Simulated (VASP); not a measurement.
# Li (P6_3/mmc) in VASP: further runs

The runs below take Li through single point, relaxation of cell and atoms, with PBE+D3(BJ).

Everything below comes from runs of VASP 6.6.1. Logs are shortened: lines on timing, memory, paths and dates and some standing lists are left out, and cuts for length are marked.

## Step 1: The cell of the first run

Symmetry: P6_3/mmc, No. 194, hexagonal system. Conventional cell: a = 2.953 Å, b = 2.953 Å, c = 4.844 Å, α = 90.00°, β = 90.00°, γ = 120.00°. Within 3.9 Å of Li (site symmetry -6m2) lie 12 Li at 2.95 to 2.96 Å.

## Step 2: Single point, PBE+D3(BJ)

File INCAR:

```
SYSTEM = Li
PREC = Accurate
ENCUT = 520
EDIFF = 1E-7
ISMEAR = 0
SIGMA = 0.1
LREAL = .FALSE.
LASPH = .TRUE.
NELM = 100
ALGO = Normal
ISIF = 2
LWAVE = .FALSE.
LCHARG = .FALSE.
GGA = PE
IVDW = 12
NBANDS = 10
```

File KPOINTS:

```
regular mesh
0
G
  15 15 8
  0 0 0
```

File POSCAR:

```
Li
1.0
    2.9531606636      0.0000000000      0.0000000000
   -1.4765803318      2.5575121562      0.0000000000
    0.0000000000      0.0000000000      4.8440824030
Li
2
Direct
    0.3333333333      0.6666666667      0.2500000000
    0.6666666667      0.3333333333      0.7500000000
```

Potentials or basis: VASP PAW PBE potentials, release 64 (Li_sv).

The run is started by

```sh
$ cat potpaw_PBE.64/Li_sv/POTCAR > POTCAR
$ mpirun -np 1 vasp_std > vasp.out
```

OUTCAR:

```text
SYSTEM = Li
   PREC = Accurate
   ENCUT = 520
   EDIFF = 1E-7
   ISMEAR = 0
   LREAL = .FALSE.
   LASPH = .TRUE.
   NELM = 100
   ISIF = 2
   GGA = PE
   IVDW = 12
 IVDW          = 12

 ion  position               nearest neighbor table
   1  0.333  0.667  0.250-
   2  0.667  0.333  0.750-

  LATTYP: Found a hexagonal cell.
 ALAT       =     2.9531606636
 C/A-ratio  =     1.6403043907

  Lattice vectors:

 A1 = (   2.9531606636,   0.0000000000,   0.0000000000)
 A2 = (  -1.4765803318,   2.5575121562,   0.0000000000)
 A3 = (   0.0000000000,   0.0000000000,   4.8440824030)

Analysis of symmetry for initial positions (statically):
=====================================================================
 Subroutine PRICEL returns:
 Original cell was already a primitive cell.

 Routine SETGRP: Setting up the symmetry group for a
 hexagonal supercell.

 Subroutine GETGRP returns: Found 24 space group operations
 (whereof 12 operations were pure point group operations)
 out of a pool of 24 trial point group operations.

The static configuration has the point symmetry D_3d.
 The point group associated with its full space group is D_6h.

Analysis of symmetry for dynamics (positions and initial velocities):
=====================================================================
 Subroutine PRICEL returns:
 Original cell was already a primitive cell.

 Routine SETGRP: Setting up the symmetry group for a
 hexagonal supercell.

 Subroutine GETGRP returns: Found 24 space group operations
 (whereof 12 operations were pure point group operations)
 out of a pool of 24 trial point group operations.

The dynamic configuration has the point symmetry D_3d.
 The point group associated with its full space group is D_6h.

 Subroutine INISYM returns: Found 24 space group operations
 (whereof 12 operations are pure point group operations),
 and found     1 'primitive' translations

----------------------------------------------------------------------------------------

                                     Primitive cell

  volume of cell :      36.5861

  direct lattice vectors                    reciprocal lattice vectors
     2.953160664  0.000000000  0.000000000     0.338620249  0.195502492  0.000000000
    -1.476580332  2.557512156  0.000000000     0.000000000  0.391004984  0.000000000
     0.000000000  0.000000000  4.844082403     0.000000000  0.000000000  0.206437446

  length of vectors
     2.953160664  2.953160664  4.844082403     0.391004984  0.391004984  0.206437446

  position of ions in fractional coordinates (direct lattice)
     0.333333333  0.666666667  0.250000000
     0.666666667  0.333333333  0.750000000

  ion indices of the primitive-cell ions
   primitive index   ion index
                 1           1
                 2           2

----------------------------------------------------------------------------------------

 KPOINTS: regular mesh

Automatic generation of k-mesh.
 Grid dimensions read from file:
 generate k-points for:   15   15    8

 Generating k-lattice:

  Cartesian coordinates                     Fractional coordinates (reciprocal lattice)
     0.022574683  0.013033499  0.000000000     0.066666667  0.000000000  0.000000000
     0.000000000  0.026066999  0.000000000     0.000000000  0.066666667  0.000000000
     0.000000000  0.000000000  0.025804681     0.000000000  0.000000000  0.125000000

  Length of vectors
     0.026066999  0.026066999  0.025804681

  Shift w.r.t. Gamma in fractional coordinates (k-lattice)
     0.000000000  0.000000000  0.000000000

 Subroutine IBZKPT returns following result:
 ===========================================

 Found    135 irreducible k-points:

 Following reciprocal coordinates:
            Coordinates               Weight
  0.000000  0.000000  0.000000      1.000000
  0.066667  0.000000  0.000000      6.000000
  0.133333  0.000000  0.000000      6.000000
  0.200000  0.000000  0.000000      6.000000
  0.266667  0.000000  0.000000      6.000000
  0.333333  0.000000  0.000000      6.000000
[... 16 lines left out ...]
  0.333333  0.200000  0.000000     12.000000
  0.400000  0.200000  0.000000      6.000000
 [... further k-points ...]
   k-points           NKPTS =    135   k-points in BZ     NKDIM =    135   number of bands    NBANDS=     10
   number of dos      NEDOS =    301   number of ions     NIONS =      2
   total plane-waves  NPLWV =  20736
   dimension x,y,z NGX =    24 NGY =   24 NGZ =   36
   dimension x,y,z NGXF=    48 NGYF=   48 NGZF=   72
   ions per type =               2
   NGX,Y,Z   is equivalent  to a cutoff of  13.51, 13.51, 12.35 a.u.
   NGXF,Y,Z  is equivalent  to a cutoff of  27.02, 27.02, 24.71 a.u.
 SYSTEM =  Li
   PREC   = accura    normal or accurate (medium, high low for compatibility)
   ISTART =      0    job   : 0-new  1-cont  2-samecut
   ICHARG =      2    charge: 1-file 2-atom 10-const
   ISPIN  =      1    spin polarized calculation?
   LNONCOLLINEAR =      F non collinear calculations
   LSORBIT =      F    spin-orbit coupling
   LASPH  =      T    aspherical Exc in radial PAW
   ENCUT  =  520.0 eV  38.22 Ry    6.18 a.u.   5.49  5.49  9.01*2*pi/ulx,y,z
   NELM   =    100;   NELMIN=  2; NELMDL= -5     # of ELM steps
   EDIFF  = 0.1E-06   stopping-criterion for ELM
   LREAL  =      F    real-space projection
   EDIFFG = 0.1E-05   stopping-criterion for IOM
   NSW    =      0    number of steps for IOM
   IBRION =     -1    ionic relax: 0-MD 1-quasi-New 2-CG
   NFREE  =      0    steps in history (QN), initial steepest desc. (CG)
   ISIF   =      2    stress and relaxation
   ISYM   =      2    0-nonsym 1-usesym 2-fastsym
   POTIM  = 0.5000    time-step for ionic-motion
   TEBEG  =    0.0;   TEEND  =   0.0 temperature during run
   PSTRESS=    0.0 pullay stress
   NELECT =       6.0000    total number of electrons
   NUPDOWN=      -1.0000    fix difference up-down
   EMIN   =  10.00;   EMAX   =-10.00  energy-range for DOS
   EFERMI =   0.00;   METHOD = LEGACY
   ISMEAR =     0;   SIGMA  =   0.10  broadening in eV -4-tet -1-fermi 0-gaus
   EFERMI_NEDOS =   21; number of points for ismear=-14 and -15
   IALGO  =     38    algorithm
   IMIX   =      4    mixing-type and parameters
     AMIX     =   0.40;   BMIX     =  1.00
     AMIX_MAG =   1.60;   BMIX_MAG =  1.00
  volume/ion in A,a.u.               =      18.29       123.45
  Fermi-wavevector in a.u.,A,eV,Ry     =   0.896093  1.693370 10.925246  0.802983
  Thomas-Fermi vector in A             =   2.018508
   LORBIT       =      0    0 simple, 1 ext, 2 COOP (PROOUT), +10 PAW based schemes
   GGA     = PE    functional components
   LHFCALC =     F    Hartree Fock is set to
   AEXX    =    0.0000 exact exchange contribution
   IVDW    =    12    specifies the selected vdW correction
   LEPSILON=     F    determine dielectric tensor
   LRPA    =     F    only Hartree local field effects (RPA)
 non-spin polarized calculation
 Gauss-broadening in eV      SIGMA  =   0.10
  energy-cutoff  :      520.00
  volume of cell :       36.59
 maximum number of plane-waves:      1011
 NGX is ok and might be reduce to    24
   NGX = 11   NGY = 11   NGZ = 19

 number of electron       6.0000007 magnetization

 Free energy of the ion-electron system (eV)
  ---------------------------------------------------
  ext. energy  EPLUGINS =         0.00000000
  ---------------------------------------------------
  free energy    TOTEN  =        -3.79398680 eV

  energy without entropy =       -3.78876889  energy(sigma->0) =       -3.79137784

 E-fermi :   0.9235     XC(G=0):  -7.2989

 val. band max:        0.9090183615   @ k =   0.4000   0.0667   0.3750
 cond. band min:       0.9364614807   @ k =   0.0667   0.0000   0.0000
 fundamental gap:      0.0274431192
 Fermi energy:         0.9235052702

 k-point     1 :       0.0000    0.0000    0.0000
  band No.  band energies     occupation
      1     -45.4350      2.00000
      2     -45.4081      2.00000
      3      -2.7648      2.00000
      4       0.8361      1.78352
      5       4.1658      0.00000
      6      14.3589      0.00000
      7      14.3590      0.00000
      8      15.8386      0.00000
      9      15.8387      0.00000
     10      16.4041      0.00000

 k-point     2 :       0.0667    0.0000    0.0000
  band No.  band energies     occupation
      1     -45.4339      2.00000
      2     -45.4076      2.00000
      3      -2.6915      2.00000
      4       0.9365      0.85462
      5       4.1876      0.00000
      6      13.5098      0.00000
      7      13.7594      0.00000
      8      15.8302      0.00000
      9      16.2249      0.00000
     10      16.3318      0.00000

 k-point     3 :       0.1333    0.0000    0.0000
  band No.  band energies     occupation
      1     -45.4309      2.00000
      2     -45.4063      2.00000
      3      -2.4716      2.00000
      4       1.2373      0.00001
      5       4.2475      0.00000
      6      11.8031      0.00000
      7      12.8007      0.00000
      8      15.7758      0.00000
      9      15.9202      0.00000
     10      16.3681      0.00000

 k-point     4 :       0.2000    0.0000    0.0000
  band No.  band energies     occupation
      1     -45.4263      2.00000
      2     -45.4043      2.00000
      3      -2.1042      2.00000
      4       1.7379      0.00000
      5       4.3181      0.00000
      6      10.0247      0.00000
      7      11.9101      0.00000
      8      14.6628      0.00000
      9      14.7808      0.00000
     10      15.8746      0.00000
[... 222 lines left out ...]
 k-point    22 :       0.2667    0.2000    0.0000
  band No.  band energies     occupation
      1     -45.4096      2.00000
      2     -45.3991      2.00000
      3      -0.0314      2.00000
      4       4.1827      0.00000
      5       4.5107      0.00000
      6       5.7555      0.00000
      7       8.2107      0.00000
      8      10.3441      0.00000
      9      12.5767      0.00000
     10      12.6552      0.00000

 k-point    23 :       0.3333    0.2000    0.0000
  band No.  band energies     occupation
      1     -45.4061      2.00000
      2     -45.3991      2.00000
      3       0.8211      1.85251
      4       3.2936      0.00000
      5       5.5132      0.00000
      6       5.6531      0.00000
      7       7.7946      0.00000
      8       8.7668      0.00000
      9      12.1396      0.00000
     10      12.1773      0.00000

 k-point    24 :       0.4000    0.2000    0.0000
  band No.  band energies     occupation
      1     -45.4046      2.00000
      2     -45.3993      2.00000
      3       1.4482      0.00000
      4       2.5825      0.00000
      5       5.5215      0.00000
      6       6.5774      0.00000
      7       7.6374      0.00000
      8       7.6808      0.00000
      9      12.0093      0.00000
     10      12.0100      0.00000

 [... further k-points ...]

------------------------ aborting loop because EDIFF is reached ----------------------------------------

 Edisp (eV)   -0.37474

 E8    (eV) :    -0.1558

  FORCE on cell =-STRESS in cart. coord.  units (eV):
  Direction    XX          YY          ZZ          XY          YZ          ZX
  --------------------------------------------------------------------------------------
  -------------------------------------------------------------------------------------
  Total      -0.02606    -0.02606    -0.01989    -0.00000     0.00000     0.00000
  in kB      -1.14130    -1.14130    -0.87119    -0.00000     0.00000     0.00000
  external pressure =       -1.05 kB  Pullay stress =        0.00 kB

 VOLUME and BASIS-vectors are now :
 -----------------------------------------------------------------------------
  energy-cutoff  :      520.00
  volume of cell :       36.59
      direct lattice vectors                 reciprocal lattice vectors
     2.953160664  0.000000000  0.000000000     0.338620249  0.195502492  0.000000000
    -1.476580332  2.557512156  0.000000000     0.000000000  0.391004984  0.000000000
     0.000000000  0.000000000  4.844082403     0.000000000  0.000000000  0.206437446

 POSITION                                       TOTAL-FORCE (eV/Angst)
 -----------------------------------------------------------------------------------
     -0.00000      1.70501      1.21102        -0.000000      0.000000      0.000000
      1.47658      0.85250      3.63306         0.000000     -0.000000      0.000000
 -----------------------------------------------------------------------------------
    total drift:                               -0.000000      0.000000      0.000000

  FREE ENERGIE OF THE ION-ELECTRON SYSTEM (eV)
  ---------------------------------------------------
  free  energy   TOTEN  =        -4.1687289831 eV

  energy  without entropy=       -4.1635110640  energy(sigma->0) =       -4.16612002
```

Run time: 14 s. Hardware: 1 thread of AMD EPYC 9R45 (Zen 5), shared host; peak memory 0.14 GiB.

Results:

* Free energy: -4.1687 eV
* Band gap on the k mesh: zero (band 3 reaches 3.22 eV, above the bottom of band 4 at -1.62 eV)
* Dispersion energy per atom: -0.187 eV

Caveat: the cutoff is under 1.25 times the usual one of these potentials, so pressure, stress and relaxed cells hold a basis-set (Pulay) error; pairwise dispersion overbinds metals, which lowers pressure and volume.

## Step 3: Relaxation of cell and atoms, PBE+D3(BJ)

This run uses another cell than the first one, of 21.34 Å³/atom, 1.167 times its volume.

File INCAR:

```
PREC = Accurate ; ENCUT = 600
EDIFF = 1E-6 ; ISMEAR = 0
SIGMA = 0.1 ; LREAL = F
LASPH = T ; NELM = 100
ALGO = Normal ; ISIF = 3
LWAVE = F ; LCHARG = F
GGA = PE ; IVDW = 12
IBRION = 2 ; NSW = 100
EDIFFG = -0.005
```

File KPOINTS:

```
Automatic mesh
0
Gamma
  15 15 8
```

File POSCAR:

```
Li
1.0
    3.1110021516      0.0000000000      0.0000000000
   -1.5555010758      2.6942068945      0.0000000000
    0.0000000000      0.0000000000      5.0930000000
Li
2
Direct
    0.3333333333      0.6666666667      0.2500000000
    0.6666666667      0.3333333333      0.7500000000
```

Potentials or basis: VASP PAW PBE potentials, release 64 (Li_sv).

The run is started by

```sh
$ cat potpaw_PBE.64/Li_sv/POTCAR > POTCAR
$ mpirun -np 1 vasp_std > vasp.out
```

It took 63 s on 1 thread of AMD EPYC 9R45 (Zen 5), shared host; peak memory 0.17 GiB.

Results (log left out):

- Free energy: -4.1767 eV
- Relaxed volume: 18.02 Å³/atom
- Relaxed cell: a = 2.939 Å, b = 2.939 Å, c = 4.816 Å, α = 90.00°, β = 90.00°, γ = 120.00°
- Space group after relaxing (to 0.05 Å): P6_3/mmc (No. 194)
- Energy gained by relaxing: 23.5 meV/atom
- Ionic steps: 6
- Pressure after relaxing: 0.0 GPa
- Band gap on the k mesh: zero (band 3 reaches 3.28 eV, above the bottom of band 4 at -1.59 eV)
- Dispersion energy per atom: -0.190 eV

Step by step:
| step | energy change (eV) | largest force (eV/Å) | pressure (GPa) | volume (Å³) |
| --- | --- | --- | --- | --- |
| 1 | 0.0000 | 0.0000 | -1.99 | 42.69 |
| 2 | -0.0183 | 0.0000 | -1.64 | 41.07 |
| 3 | -0.0451 | 0.0000 | -0.48 | 37.20 |
| 4 | -0.0469 | 0.0000 | 0.07 | 35.86 |
| 5 | -0.0469 | 0.0000 | 0.00 | 36.03 |
| 6 | -0.0469 | 0.0000 | 0.00 | 36.03 |

Final structure:
```
Li
1.0
     2.93905    0.00000    0.00000
    -1.46953    2.54530    0.00000
     0.00000    0.00000    4.81638
Li
2
Direct
  0.33333 0.66667 0.25000
  0.66667 0.33333 0.75000
```

Levels at points of the mesh, in eV from the Fermi level:
| k point | band 1 | band 2 | band 3 | band 4 | band 5 | band 6 | band 7 |
| --- | --- | --- | --- | --- | --- | --- | --- |
| (0.00, 0.00, 0.00) | -46.33 | -46.30 | -3.71 | -0.09 | 3.30 | 13.57 | 13.57 |
| (0.00, 0.00, 0.50) | -46.31 | -46.31 | -2.56 | -2.56 | 8.61 | 8.61 | 14.56 |

Caveat: the cutoff is under 1.25 times the usual one of these potentials, so pressure, stress and relaxed cells hold a basis-set (Pulay) error; the volume moved by over 15 % at a fixed basis, so the end points are rough; the volume moved by -16 % from the deposited cell, more than functionals usually miss; pairwise dispersion overbinds metals, which lowers pressure and volume.

(Part 1 of 2 ends here.)
